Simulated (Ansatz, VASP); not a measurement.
# PbS in VASP and in Ansatz

```
CELL_PARAMETERS angstrom
0.00000 2.89087 3.03912
2.89087 0.00000 3.03912
2.89087 2.89087 0.00000
ATOMIC_POSITIONS crystal
Pb 0.00000 0.00000 0.00000
S 0.50000 0.50000 0.50000
```

Change from the starting cell: strain -0.025 along x and y, +0.025 along z, atoms carried along.

Alike in both runs: task single point; functional r2SCAN; k mesh 8 × 8 × 8; occupations gaussian, width 0.05 eV; no spin polarisation.

```csv
,VASP,Ansatz
version,VASP 6.6.1,Ansatz 0.2.0
potentials or method,"VASP PAW PBE potentials, release 64 (Pb_d, S), cutoff 550 eV","scalar-relativistic, plane waves, PAW"
valence electrons in the cell,20,20
```

VASP gave:

```
gap on the k mesh at the Fermi level (eV)                     : 0.44
least direct gap on the mesh (eV)                             : 0.44
pressure (GPa)                                                : 3.5
traceless stress, the component that is largest in VASP (GPa) : -4.66
```

What did Ansatz give for the same quantities?

gap on the k mesh at the Fermi level (eV): 0.43; least direct gap on the mesh (eV): 0.43; pressure (GPa): 3.5; traceless stress, the component that is largest in VASP (GPa): -4.64.

VASP's potentials were made for PBE, not for r2SCAN.

Spin-orbit coupling is off throughout.
